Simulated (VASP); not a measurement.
# Te2Mo: single point with LDA

Te2Mo, a slab with vacuum:

```
CELL_PARAMETERS angstrom
3.47150 0.00000 0.00000
-1.73575 3.00640 0.00000
0.00000 0.00000 36.98055
ATOMIC_POSITIONS crystal
Te 0.33333 0.66667 0.85827
Te 0.33333 0.66667 0.23060
Te 0.66667 0.33333 0.67233
Te 0.66667 0.33333 0.04456
Te 0.66667 0.33333 0.76940
Te 0.66667 0.33333 0.14173
Te 0.33333 0.66667 0.95544
Te 0.33333 0.66667 0.32767
Mo 0.33333 0.66667 0.72078
Mo 0.33333 0.66667 0.09315
Mo 0.66667 0.33333 0.90685
Mo 0.66667 0.33333 0.27922
```

```json
{
  "Program": "VASP 6.6.1",
  "Task": "single point",
  "Functional": "LDA",
  "Potentials or basis": "VASP PAW LDA potentials, release 64 (Te, Mo_sv)",
  "Cutoff": "520 eV",
  "k mesh": "12 × 12 × 1",
  "Occupations": "gaussian, width 0.02 eV",
  "Spin": "no spin polarisation"
}
```

The largest force is 0.057 eV/Å and the band gap on the k mesh is 0.77 eV (least direct gap 1.14 eV).

Forces on the atoms (eV/Å):
```
Te   0.000  0.000 -0.056
Te   0.000  0.000 -0.057
Te   0.000  0.000 -0.057
Te   0.000  0.000 -0.057
Te   0.000  0.000  0.057
Te   0.000  0.000  0.056
Te   0.000  0.000  0.057
Te   0.000  0.000  0.057
Mo   0.000  0.000  0.001
Mo   0.000  0.000  0.000
Mo   0.000  0.000  0.000
Mo   0.000  0.000 -0.001
```

Levels at points of the mesh, in eV from the valence-band top:
```csv
k point,band 49,band 50,band 51,band 52,band 53,band 54,band 55,band 56
"(0.00, 0.00, 0.00)",-1.01,-0.15,-0.05,0.00,3.04,3.04,3.07,3.07
"(0.50, 0.00, 0.00)",-0.53,-0.44,-0.33,-0.25,1.33,1.35,1.37,1.39
```

Wall time 31 min on 1 thread of Intel Xeon 8259CL, on a shared host, peak memory 0.6 GiB.

Caveat: there is no dipole correction, which matters where the two faces differ; semilocal functionals underestimate gaps, and a narrow one can read as zero; spin-orbit coupling is left out, which moves the levels of the heavy elements.
